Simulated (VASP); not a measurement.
A run of VASP 6.6.1 is set up as follows.

The input INCAR:

```
SYSTEM = Hf6Al2O15
PREC = Accurate
ENCUT = 520
EDIFF = 1E-7
ISMEAR = 0
SIGMA = 0.1
LREAL = Auto
LASPH = .TRUE.
NELM = 80
ALGO = Normal
ISIF = 2
LWAVE = .FALSE.
LCHARG = .TRUE.
GGA = PE
LELF = .TRUE.
LVHAR = .TRUE.
NBANDS = 95
```

KPOINTS

```
regular mesh
0
G
  2 4 4
  0 0 0
```

Contents of POSCAR:

```
Hf6Al2O15
1.0
    7.1160386600      7.1160386600      0.0000000000
   -3.5580193300      3.5580193300      0.0000000000
    0.0000000000      0.0000000000      5.1718612100
Al Hf O
2 6 15
Direct
    0.0000000000      0.5000000000      0.5000000000
    0.2500000000      0.0000000000      0.5000000000
    0.5000000000      0.5000000000      0.5000000000
    0.7500000000      0.0000000000      0.5000000000
    0.0000000000      0.0000000000      0.0000000000
    0.5000000000      0.0000000000      0.0000000000
    0.2500000000      0.5000000000      0.0000000000
    0.7500000000      0.5000000000      0.0000000000
    0.6250000000      0.2500000000      0.6972078800
    0.3750000000      0.7500000000      0.6972078800
    0.8750000000      0.7500000000      0.6972078800
    0.1250000000      0.7500000000      0.8027921200
    0.6250000000      0.7500000000      0.8027921200
    0.3750000000      0.2500000000      0.8027921200
    0.8750000000      0.2500000000      0.8027921200
    0.1250000000      0.7500000000      0.3027921200
    0.6250000000      0.7500000000      0.3027921200
    0.3750000000      0.2500000000      0.3027921200
    0.8750000000      0.2500000000      0.3027921200
    0.1250000000      0.2500000000      0.1972078800
    0.6250000000      0.2500000000      0.1972078800
    0.3750000000      0.7500000000      0.1972078800
    0.8750000000      0.7500000000      0.1972078800
```

Potentials or basis: VASP PAW PBE potentials, release 64 (Al, Hf_pv, O).

The run is started by

```sh
$ cat potpaw_PBE.64/Al/POTCAR potpaw_PBE.64/Hf_pv/POTCAR potpaw_PBE.64/O/POTCAR > POTCAR
$ mpirun -np 1 vasp_std > vasp.out
```

Task: What does it give for the pressure?

Result: -2.6 GPa.

Task: Predict the largest force.

Result: 4.302 eV/Å.

Task: What does it give for the band gap on the k mesh?

Result: 0.47 eV (least direct gap 0.50 eV).

Forces on the atoms (eV/Å):
```
Al  -3.746  0.045 -2.054
Al   3.746 -0.045 -2.054
Hf  -0.507  0.041 -0.241
Hf   0.507 -0.041 -0.241
Hf  -0.143 -3.606  2.342
Hf   0.360 -0.553  0.255
Hf   0.143  3.606  2.342
Hf  -0.360  0.553  0.255
O    0.000  0.000  0.338
O   -1.620 -0.155 -0.543
O    1.620  0.155 -0.543
O    0.000  0.000 -0.950
O    0.000  0.000 -0.006
O   -1.568 -1.357 -0.665
O    1.568  1.357 -0.665
O    0.000  0.000  1.711
O    0.000  0.000 -0.211
O   -0.259 -1.785  0.752
O    0.259  1.785  0.752
O    0.000  0.000  0.261
O    0.000  0.000  0.014
O    0.276 -0.606 -0.424
O   -0.276  0.606 -0.424
```

Caveat: the stress differs along the axes, from -6 to -0 GPa; semilocal functionals underestimate gaps, and a narrow one can read as zero; spin-orbit coupling is left out, which moves the levels of the heavy elements; forces of over 1 eV/Å act on the atoms, so gaps and moduli don't describe the material at rest. A k mesh can miss the band edges.
